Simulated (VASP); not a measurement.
# Be3B2Se (P6/mmm) in VASP: notebook

The runs below take Be3B2Se through single point, relaxation of cell and atoms, with PBE.

Everything below comes from runs of VASP 6.6.1. Logs are shortened: lines on timing, memory, paths and dates and some standing lists are left out, and cuts for length are marked.

## (1) The cell of the first run

Symmetry: P6/mmm, No. 191, hexagonal system. Conventional cell: a = 3.806 Å, b = 3.806 Å, c = 4.803 Å, α = 90.00°, β = 90.00°, γ = 120.00°. Within 2.9 Å of Be (site symmetry -6m2) lie 3 Be at 2.20 Å and 3 Se at 2.20 Å and 2 B at 2.40 Å. Be (site symmetry 6/mmm) has 6 B at 2.20 Å and 2 Se at 2.40 Å within 2.9 Å. B (site symmetry -6m2) has 5 Be at 2.20 to 2.40 Å and 3 B at 2.20 Å within 2.9 Å. Within 2.9 Å of Se (site symmetry 6/mmm) lie 8 Be at 2.20 to 2.40 Å.

The cell was built from a structure type or drawn by symmetry, and may not be a known phase.

## (2) Single point, PBE

Input file INCAR:

```
SYSTEM = Be3B2Se
  PREC = Accurate
  ENCUT = 520
  EDIFF = 1E-6
  ISMEAR = 0
  SIGMA = 0.1
  LREAL = .False.
  LASPH = .True.
  NELM = 80
  ALGO = Normal
  ISIF = 2
  LWAVE = .False.
  LCHARG = .False.
  GGA = PE
  NBANDS = 18
```

Input file KPOINTS:

```
regular mesh
0
Gamma
  12 12 8
  0 0 0
```

Input file POSCAR:

```
Be3B2Se
1.0
    3.8056538554      0.0000000000      0.0000000000
   -1.9028269277      3.2957929168      0.0000000000
    0.0000000000      0.0000000000      4.8028715712
Be B Se
3 2 1
Direct
    0.3333333333      0.6666666667      0.5000000000
    0.6666666667      0.3333333333      0.5000000000
    0.0000000000      0.0000000000      0.0000000000
    0.3333333333      0.6666666667      0.0000000000
    0.6666666667      0.3333333333      0.0000000000
    0.0000000000      0.0000000000      0.5000000000
```

Potentials or basis: VASP PAW PBE potentials, release 64 (Be, B, Se).

Launch:

```console
cat potpaw_PBE.64/Be/POTCAR potpaw_PBE.64/B/POTCAR potpaw_PBE.64/Se/POTCAR > POTCAR
mpirun -np 1 vasp_std > vasp.out
```

OUTCAR:

```text
SYSTEM = Be3B2Se
   PREC = Accurate
   ENCUT = 520
   EDIFF = 1E-6
   ISMEAR = 0
   LREAL = .False.
   LASPH = .True.
   NELM = 80
   ISIF = 2
   GGA = PE

 ion  position               nearest neighbor table
   1  0.333  0.667  0.500-   2 2.20   6 2.20   2 2.20   6 2.20   6 2.20   2 2.20
   2  0.667  0.333  0.500-   1 2.20   6 2.20   1 2.20   6 2.20   6 2.20   1 2.20
   3  0.000  0.000  0.000-   4 2.20   5 2.20   5 2.20   4 2.20   5 2.20   4 2.20   6 2.40   6 2.40

   4  0.333  0.667  0.000-   3 2.20   3 2.20   3 2.20
   5  0.667  0.333  0.000-   3 2.20   3 2.20   3 2.20
   6  0.000  0.000  0.500-   1 2.20   2 2.20   2 2.20   1 2.20   2 2.20   1 2.20   3 2.40   3 2.40

  LATTYP: Found a hexagonal cell.
 ALAT       =     3.8056538554
 C/A-ratio  =     1.2620358429

  Lattice vectors:

 A1 = (   3.8056538554,   0.0000000000,   0.0000000000)
 A2 = (  -1.9028269277,   3.2957929168,   0.0000000000)
 A3 = (   0.0000000000,   0.0000000000,   4.8028715712)

Analysis of symmetry for initial positions (statically):
=====================================================================
 Subroutine PRICEL returns:
 Original cell was already a primitive cell.

 Routine SETGRP: Setting up the symmetry group for a
 hexagonal supercell.

 Subroutine GETGRP returns: Found 24 space group operations
 (whereof 24 operations were pure point group operations)
 out of a pool of 24 trial point group operations.

The static configuration has the point symmetry D_6h.

Analysis of symmetry for dynamics (positions and initial velocities):
=====================================================================
 Subroutine PRICEL returns:
 Original cell was already a primitive cell.

 Routine SETGRP: Setting up the symmetry group for a
 hexagonal supercell.

 Subroutine GETGRP returns: Found 24 space group operations
 (whereof 24 operations were pure point group operations)
 out of a pool of 24 trial point group operations.

The dynamic configuration has the point symmetry D_6h.

 Subroutine INISYM returns: Found 24 space group operations
 (whereof 24 operations are pure point group operations),
 and found     1 'primitive' translations

----------------------------------------------------------------------------------------

                                     Primitive cell

  volume of cell :      60.2407

  direct lattice vectors                    reciprocal lattice vectors
     3.805653855  0.000000000  0.000000000     0.262766935  0.151708561  0.000000000
    -1.902826928  3.295792917  0.000000000     0.000000000  0.303417122  0.000000000
     0.000000000  0.000000000  4.802871571     0.000000000  0.000000000  0.208208774

  length of vectors
     3.805653855  3.805653855  4.802871571     0.303417122  0.303417122  0.208208774

  position of ions in fractional coordinates (direct lattice)
     0.333333333  0.666666667  0.500000000
     0.666666667  0.333333333  0.500000000
     0.000000000  0.000000000  0.000000000
     0.333333333  0.666666667  0.000000000
     0.666666667  0.333333333  0.000000000
     0.000000000  0.000000000  0.500000000

  ion indices of the primitive-cell ions
   primitive index   ion index
                 1           1
                 2           2
                 3           3
                 4           4
                 5           5
                 6           6

----------------------------------------------------------------------------------------

 KPOINTS: regular mesh

Automatic generation of k-mesh.
 Grid dimensions read from file:
 generate k-points for:   12   12    8

 Generating k-lattice:

  Cartesian coordinates                     Fractional coordinates (reciprocal lattice)
     0.021897245  0.012642380  0.000000000     0.083333333 -0.000000000  0.000000000
     0.000000000  0.025284760  0.000000000     0.000000000  0.083333333  0.000000000
     0.000000000  0.000000000  0.026026097     0.000000000  0.000000000  0.125000000

  Length of vectors
     0.025284760  0.025284760  0.026026097

  Shift w.r.t. Gamma in fractional coordinates (k-lattice)
     0.000000000  0.000000000  0.000000000

 Subroutine IBZKPT returns following result:
 ===========================================

 Found     95 irreducible k-points:

 Following reciprocal coordinates:
            Coordinates               Weight
  0.000000  0.000000  0.000000      1.000000
  0.083333  0.000000  0.000000      6.000000
  0.166667  0.000000  0.000000      6.000000
  0.250000 -0.000000  0.000000      6.000000
  0.333333  0.000000  0.000000      6.000000
  0.416667  0.000000  0.000000      6.000000
[... 16 lines left out ...]
  0.250000 -0.000000  0.125000     12.000000
  0.333333  0.000000  0.125000     12.000000
 [... further k-points ...]
   k-points           NKPTS =     95   k-points in BZ     NKDIM =     95   number of bands    NBANDS=     18
   number of dos      NEDOS =    301   number of ions     NIONS =      6
   total plane-waves  NPLWV =  28224
   dimension x,y,z NGX =    28 NGY =   28 NGZ =   36
   dimension x,y,z NGXF=    56 NGYF=   56 NGZF=   72
   ions per type =               3   2   1
   NGX,Y,Z   is equivalent  to a cutoff of  12.23, 12.23, 12.46 a.u.
   NGXF,Y,Z  is equivalent  to a cutoff of  24.46, 24.46, 24.92 a.u.
 SYSTEM =  Be3B2Se
   PREC   = accura    normal or accurate (medium, high low for compatibility)
   ISTART =      0    job   : 0-new  1-cont  2-samecut
   ICHARG =      2    charge: 1-file 2-atom 10-const
   ISPIN  =      1    spin polarized calculation?
   LNONCOLLINEAR =      F non collinear calculations
   LSORBIT =      F    spin-orbit coupling
   LASPH  =      T    aspherical Exc in radial PAW
   ENCUT  =  520.0 eV  38.22 Ry    6.18 a.u.   7.08  7.08  8.93*2*pi/ulx,y,z
   NELM   =     80;   NELMIN=  2; NELMDL= -5     # of ELM steps
   EDIFF  = 0.1E-05   stopping-criterion for ELM
   LREAL  =      F    real-space projection
   EDIFFG = 0.1E-04   stopping-criterion for IOM
   NSW    =      0    number of steps for IOM
   IBRION =     -1    ionic relax: 0-MD 1-quasi-New 2-CG
   NFREE  =      0    steps in history (QN), initial steepest desc. (CG)
   ISIF   =      2    stress and relaxation
   ISYM   =      2    0-nonsym 1-usesym 2-fastsym
   POTIM  = 0.5000    time-step for ionic-motion
   TEBEG  =    0.0;   TEEND  =   0.0 temperature during run
   PSTRESS=    0.0 pullay stress
   NELECT =      18.0000    total number of electrons
   NUPDOWN=      -1.0000    fix difference up-down
   EMIN   =  10.00;   EMAX   =-10.00  energy-range for DOS
   EFERMI =   0.00;   METHOD = LEGACY
   ISMEAR =     0;   SIGMA  =   0.10  broadening in eV -4-tet -1-fermi 0-gaus
   EFERMI_NEDOS =   21; number of points for ismear=-14 and -15
   IALGO  =     38    algorithm
   IMIX   =      4    mixing-type and parameters
     AMIX     =   0.40;   BMIX     =  1.00
     AMIX_MAG =   1.60;   BMIX_MAG =  1.00
  volume/ion in A,a.u.               =      10.04        67.75
  Fermi-wavevector in a.u.,A,eV,Ry     =   1.094466  2.068241 16.297818  1.197856
  Thomas-Fermi vector in A             =   2.230771
   LORBIT       =      0    0 simple, 1 ext, 2 COOP (PROOUT), +10 PAW based schemes
   GGA     = PE    functional components
   LHFCALC =     F    Hartree Fock is set to
   AEXX    =    0.0000 exact exchange contribution
   IVDW    =     0    specifies the selected vdW correction
   LEPSILON=     F    determine dielectric tensor
   LRPA    =     F    only Hartree local field effects (RPA)
 non-spin polarized calculation
 Gauss-broadening in eV      SIGMA  =   0.10
  energy-cutoff  :      520.00
  volume of cell :       60.24
 maximum number of plane-waves:      1656
   NGX = 15   NGY = 15   NGZ = 17

 number of electron      17.9999998 magnetization

 Free energy of the ion-electron system (eV)
  ---------------------------------------------------
  ext. energy  EPLUGINS =         0.00000000
  ---------------------------------------------------
  free energy    TOTEN  =       -22.36899701 eV

  energy without entropy =      -22.35774724  energy(sigma->0) =      -22.36337212

 E-fermi :   6.6707     XC(G=0): -10.8809

 val. band max:        6.6676289371   @ k =   0.5000  -0.0000   0.1250
 cond. band min:       6.7025181920   @ k =   0.4167   0.0833   0.0000
 fundamental gap:      0.0348892549
 Fermi energy:         6.6707417440

 k-point     1 :       0.0000    0.0000    0.0000
  band No.  band energies     occupation
      1      -9.6860      2.00000
      2      -2.9995      2.00000
      3      -1.0283      2.00000
      4       1.8137      2.00000
      5       1.8137      2.00000
      6       4.3819      2.00000
[... 10 lines left out ...]
     17      13.8414      0.00000
     18      15.1676      0.00000

 k-point     2 :       0.0833    0.0000    0.0000
  band No.  band energies     occupation
      1      -9.6374      2.00000
      2      -2.9747      2.00000
      3      -0.9435      2.00000
      4       1.3196      2.00000
      5       1.5264      2.00000
      6       4.1895      2.00000
[... 10 lines left out ...]
     17      14.0193      0.00000
     18      14.6811      0.00000

 k-point     3 :       0.1667    0.0000    0.0000
  band No.  band energies     occupation
      1      -9.4977      2.00000
      2      -2.9265      2.00000
      3      -0.6915      2.00000
      4       0.3954      2.00000
      5       0.9679      2.00000
      6       3.5147      2.00000
[... 10 lines left out ...]
     17      13.9522      0.00000
     18      14.5387      0.00000

 k-point     4 :       0.2500   -0.0000    0.0000
  band No.  band energies     occupation
      1      -9.2875      2.00000
      2      -2.9515      2.00000
      3      -0.3626      2.00000
      4      -0.2815      2.00000
      5       0.4339      2.00000
      6       2.6251      2.00000
[... 375 lines left out ...]
      4       0.6509      2.00000
      5       1.0107      2.00000
      6       3.4404      2.00000
[... 10 lines left out ...]
     17      14.3267      0.00000
     18      14.7121      0.00000

 k-point    23 :       0.2500   -0.0000    0.1250
  band No.  band energies     occupation
      1      -9.2672      2.00000
      2      -3.1472      2.00000
      3      -0.8128      2.00000
      4       0.4802      2.00000
      5       0.5920      2.00000
      6       2.4465      2.00000
[... 10 lines left out ...]
     17      13.7139      0.00000
     18      15.4007      0.00000

 k-point    24 :       0.3333    0.0000    0.1250
  band No.  band energies     occupation
      1      -9.0312      2.00000
      2      -3.1949      2.00000
      3      -1.1219      2.00000
      4       0.0712      2.00000
      5       0.9704      2.00000
      6       1.4623      2.00000
[... 10 lines left out ...]
     17      13.2698      0.00000
     18      16.1323      0.00000

 [... further k-points ...]

------------------------ aborting loop because EDIFF is reached ----------------------------------------

  FORCE on cell =-STRESS in cart. coord.  units (eV):
  Direction    XX          YY          ZZ          XY          YZ          ZX
  --------------------------------------------------------------------------------------
  -------------------------------------------------------------------------------------
  Total        0.0857029      0.0857029      0.0558594      0.0000000      0.0000000      0.0000000
  in kB        2.2793744      2.2793744      1.4856493      0.0000000      0.0000000      0.0000000
  external PRESSURE =       2.0147994 kB  Pullay stress =       0.0000000 kB

 VOLUME and BASIS-vectors are now :
 -----------------------------------------------------------------------------
  energy-cutoff  :      520.00
  volume of cell :       60.24
      direct lattice vectors                 reciprocal lattice vectors
     3.805653855  0.000000000  0.000000000     0.262766935  0.151708561  0.000000000
    -1.902826928  3.295792917  0.000000000     0.000000000  0.303417122  0.000000000
     0.000000000  0.000000000  4.802871571     0.000000000  0.000000000  0.208208774

 POSITION                                       TOTAL-FORCE (eV/Angst)
 -----------------------------------------------------------------------------------
     -0.00000      2.19720      2.40144        -0.000000      0.000000      0.000000
      1.90283      1.09860      2.40144         0.000000     -0.000000      0.000000
      0.00000      0.00000      0.00000        -0.000000     -0.000000      0.000000
     -0.00000      2.19720      0.00000        -0.000000     -0.000000      0.000000
      1.90283      1.09860      0.00000         0.000000     -0.000000      0.000000
      0.00000      0.00000      2.40144        -0.000000     -0.000000      0.000000
 -----------------------------------------------------------------------------------
    total drift:                                0.000000     -0.000000      0.000000

  FREE ENERGIE OF THE ION-ELECTRON SYSTEM (eV)
  ---------------------------------------------------
  free  energy   TOTEN  =       -22.3689970083 eV

  energy  without entropy=      -22.3577472359  energy(sigma->0) =      -22.36337212
```

It took 1.7 min on 1 thread of Intel Xeon 8259CL, shared host; peak memory 0.24 GiB.

What came out:

- Free energy: -22.3690 eV
- Pressure: 0.2 GPa
- Band gap on the k mesh: zero (bands 9 and 10 overlap by 1.74 eV)

Stress tensor (GPa, compression positive):
```
0.23 0.00 0.00
0.00 0.23 0.00
0.00 0.00 0.15
```

Levels at points of the mesh, in eV from the Fermi level:
```tsv
k point	band 7	band 8	band 9	band 10	band 11	band 12
(0.00, 0.00, 0.00)	-2.29	-0.21	0.51	0.64	0.64	0.66
(0.50, 0.00, 0.00)	-3.37	-2.98	-1.75	0.36	2.24	5.85
(0.00, 0.00, 0.50)	-1.32	-1.32	-0.90	-0.90	-0.14	-0.14
(0.50, 0.00, 0.50)	-2.92	-2.04	0.84	0.92	2.10	2.74
```

## (3) Relaxation of cell and atoms, PBE

This run uses another cell than the first one, of 10.06 Å³/atom.

Input file INCAR:

```
SYSTEM = Be3B2Se
PREC = Accurate
ENCUT = 600
EDIFF = 1E-6
ISMEAR = 0
SIGMA = 0.1
LREAL = .False.
LASPH = .True.
NELM = 100
ALGO = Normal
ISIF = 3
LWAVE = .False.
LCHARG = .False.
GGA = PE
IBRION = 2
NSW = 100
EDIFFG = -0.01
```

KPOINTS is that of step 2.

Changes to POSCAR since step 2:

```diff
@@ -2,5 +2,5 @@
 1.0
-    3.8056538554      0.0000000000      0.0000000000
-   -1.9028269277      3.2957929168      0.0000000000
-    0.0000000000      0.0000000000      4.8028715712
+    3.8712511436      0.0000000000      0.0000000000
+   -1.9356255718      3.3526018348      0.0000000000
+    0.0000000000      0.0000000000      4.6523309764
 Be B Se
```

Potentials or basis: VASP PAW PBE potentials, release 64 (Be, B, Se).

Launch:

```console
cat potpaw_PBE.64/Be/POTCAR potpaw_PBE.64/B/POTCAR potpaw_PBE.64/Se/POTCAR > POTCAR
mpirun -np 1 vasp_std > vasp.out
```

It took 6.9 min on 1 thread of Intel Xeon 8259CL, shared host; peak memory 0.28 GiB.

The run converged. Its results:

```yaml
Free_energy: -22.3701 eV
Relaxed_volume: 10.05 Å³/atom
Relaxed_cell: a = 3.813 Å, b = 3.813 Å, c = 4.790 Å, α = 90.00°, β = 90.00°, γ = 120.00°
Space_group_after_relaxing_to_0.1_Å: P6/mmm (No. 191)
Energy_gained_by_relaxing: 1.8 meV/atom
Ionic_steps: 7
Pressure_after_relaxing: 0.0 GPa
Band_gap_on_the_k_mesh: zero (bands 9 and 10 overlap by 1.75 eV)
```

Step by step:
| step | energy change (eV) | largest force (eV/Å) | pressure (GPa) | volume (Å³) |
| --- | --- | --- | --- | --- |
| 1 | 0.0000 | 0.0000 | -0.42 | 60.38 |
| 2 | -0.0046 | 0.0000 | 0.00 | 60.15 |
| 3 | -0.0075 | 0.0000 | 0.78 | 59.79 |
| 4 | -0.0097 | 0.0000 | -0.01 | 60.23 |
| 5 | -0.0098 | 0.0000 | -0.33 | 60.41 |
| 6 | -0.0104 | 0.0000 | -0.21 | 60.37 |
| 7 | -0.0109 | 0.0000 | 0.01 | 60.31 |

Final structure:
```yaml
crystal:
  lattice:
    - [3.81299, 0.00000, 0.00000]
    - [-1.90650, 3.30215, 0.00000]
    - [0.00000, 0.00000, 4.78974]
  atoms:
    - { symbol: Be, position: [0.33333, 0.66667, 0.50000] }
    - { symbol: Be, position: [0.66667, 0.33333, 0.50000] }
    - { symbol: Be, position: [0.00000, 0.00000, 0.00000] }
    - { symbol: B, position: [0.33333, 0.66667, 0.00000] }
    - { symbol: B, position: [0.66667, 0.33333, 0.00000] }
    - { symbol: Se, position: [0.00000, 0.00000, 0.50000] }
```

Levels at points of the mesh, in eV from the Fermi level:
| k point | band 7 | band 8 | band 9 | band 10 | band 11 | band 12 |
| --- | --- | --- | --- | --- | --- | --- |
| (0.00, 0.00, 0.00) | -2.29 | -0.24 | 0.46 | 0.64 | 0.68 | 0.70 |
| (0.50, 0.00, 0.00) | -3.36 | -2.93 | -1.76 | 0.34 | 2.25 | 5.85 |
| (0.00, 0.00, 0.50) | -1.32 | -1.32 | -0.88 | -0.88 | -0.14 | -0.14 |
| (0.50, 0.00, 0.50) | -2.93 | -2.06 | 0.87 | 0.95 | 2.14 | 2.81 |
